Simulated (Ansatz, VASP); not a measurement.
# Sb: VASP beside Ansatz

```
Sb
1.0
     3.16000    0.00000    0.00000
     0.00000    3.16000    0.00000
     0.00000    0.00000    3.16000
Sb
1
Direct
  0.00000 0.00000 0.00000
```

Alike in both runs: task relaxation of cell and atoms; functional PBEsol; k mesh 8 × 8 × 8; occupations fermi-dirac, width 0.05 eV; no spin polarisation.

```csv
,VASP,Ansatz
version,VASP 6.6.1,Ansatz 0.2.0
potentials or method,"VASP PAW PBE potentials, release 64 (Sb), cutoff 600 eV","all-electron LAPW, scalar-relativistic"
```

```csv
,VASP,Ansatz,Ansatz less VASP
relaxed volume (Å³/atom),28.94,28.90,-0.040
relaxed cell length with the largest relative difference (Å),3.070,3.069,-0.0014
```

VASP's potentials were made for PBE, not for PBEsol. Ansatz ran all-electron here, and VASP with PAW potentials.

Spin-orbit coupling is off throughout.
